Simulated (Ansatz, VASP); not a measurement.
# Two plane-wave programs on W

POSCAR

```
W
1.0
   -1.5973000000      1.7020828800      1.7020828800
    1.5973000000     -1.4925171200      1.4925171200
    1.5973000000      1.4925171200     -1.4925171200
W
1
Direct
    0.0000000000      0.0000000000      0.0000000000
```

INCAR.step1

```
SYSTEM = W
ALGO     = Normal         ! electronic algorithm
EDIFF    = 1E-4           ! SCF threshold, eV
ENCUT    = 520            ! plane-wave cutoff, eV
GGA      = PE             ! functional
ISMEAR   = 0              ! smearing method
LASPH    = .True.         ! aspherical terms in the spheres
LCHARG   = .False.        ! write CHGCAR
LREAL    = .False.        ! projectors in reciprocal space
LWAVE    = .True.         ! write WAVECAR
NBANDS   = 13             ! bands
NELM     = 80             ! most SCF steps
PREC     = Accurate       ! precision mode
SIGMA    = 0.15           ! smearing width, eV
```

File INCAR.step2:

```
SYSTEM = W
ALGO     = Normal         ! electronic algorithm
EDIFF    = 1E-6           ! SCF threshold, eV
ENCUT    = 520            ! plane-wave cutoff, eV
ISIF     = 2              ! what is computed and relaxed
ISMEAR   = 0              ! smearing method
ISTART   = 1            
LASPH    = .True.         ! aspherical terms in the spheres
LCHARG   = .False.        ! write CHGCAR
LMIXTAU  = .True.       
LREAL    = .False.        ! projectors in reciprocal space
LWAVE    = .False.        ! write WAVECAR
METAGGA  = R2SCAN         ! meta-GGA
NBANDS   = 13             ! bands
NELM     = 80             ! most SCF steps
PREC     = Accurate       ! precision mode
SIGMA    = 0.15           ! smearing width, eV
```

KPOINTS

```
k-points
0
Gamma
  20 20 20
  0 0 0
```

Input for Ansatz:

```yaml
crystal:
  lattice:
    - [-1.5973, 1.70208288, 1.70208288]
    - [1.5973, -1.49251712, 1.49251712]
    - [1.5973, 1.49251712, -1.49251712]
  atoms:
    - { symbol: W, position: [0.0, 0.0, 0.0] }
basis:
  ecutwfc: 500
kpoints:
  mp_grid: { grid: [20, 20, 20] }
hamiltonian:
  xc: r2scan
scf:
  occupations: { method: gaussian, width: 0.15 }
output:
  forces: true
  stress: true
  eigenvalues: true
```

Change from the starting cell: strain +0.1312 x Voigt [0, 0, 0, 1, 0, 0], atoms carried along.

Alike in both runs: task single point; functional r2SCAN; k mesh 20 × 20 × 20; occupations gaussian, width 0.15 eV; no spin polarisation.

|  | VASP | Ansatz |
| --- | --- | --- |
| version | VASP 6.6.1 | Ansatz 0.2.0 |
| potentials or method | VASP PAW PBE potentials, release 64 (W_sv), cutoff 520 eV | scalar-relativistic, plane waves, PAW |
| valence electrons in the cell | 14 | 14 |

```csv
,VASP,Ansatz,Ansatz less VASP
gap on the k mesh at the Fermi level (eV),none,none,-
pressure (GPa),-1.9,-3.2,-1.27
"traceless stress, the component that is largest in VASP (GPa)",-19.60,-19.34,+0.251
```

VASP's potentials were made for PBE, not for r2SCAN. A gap of «none» marks a metal or a gap that the smearing closes.

Spin-orbit coupling is off throughout.
